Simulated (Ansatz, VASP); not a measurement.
# One calculation of SrTiO3, two programs

```
Sr Ti O
1.0
     3.81831    0.00000    0.00000
     0.00000    3.81831    0.00000
     0.00000    0.00000    4.05450
Sr Ti O
1 1 3
Cartesian
  0.0000 0.0000 0.0000
  1.9092 1.9092 2.0272
  0.0000 1.9092 2.0272
  1.9092 0.0000 2.0272
  1.9092 1.9092 0.0000
```

Alike in both runs: task single point; functional PBE; k mesh 8 × 8 × 8; occupations gaussian, width 0.05 eV; no spin polarisation.

```csv
,VASP,Ansatz
version,VASP 6.6.1,Ansatz 0.2.0
potentials or method,"VASP PAW PBE potentials, release 64 (Sr_sv, Ti_sv, O), cutoff 520 eV","scalar-relativistic, plane waves, PAW"
valence electrons in the cell,40,40
```

VASP gave:

```
gap on the k mesh at the Fermi level (eV)                     : 1.75
pressure (GPa)                                                : 7.4
traceless stress, the component that is largest in VASP (GPa) : -9.40
```

What did Ansatz give for the same quantities?

gap on the k mesh at the Fermi level (eV): 1.78; pressure (GPa): 6.8; traceless stress, the component that is largest in VASP (GPa): -9.24.

The functional is the same, so the differences come from potentials, cutoffs and numerics.
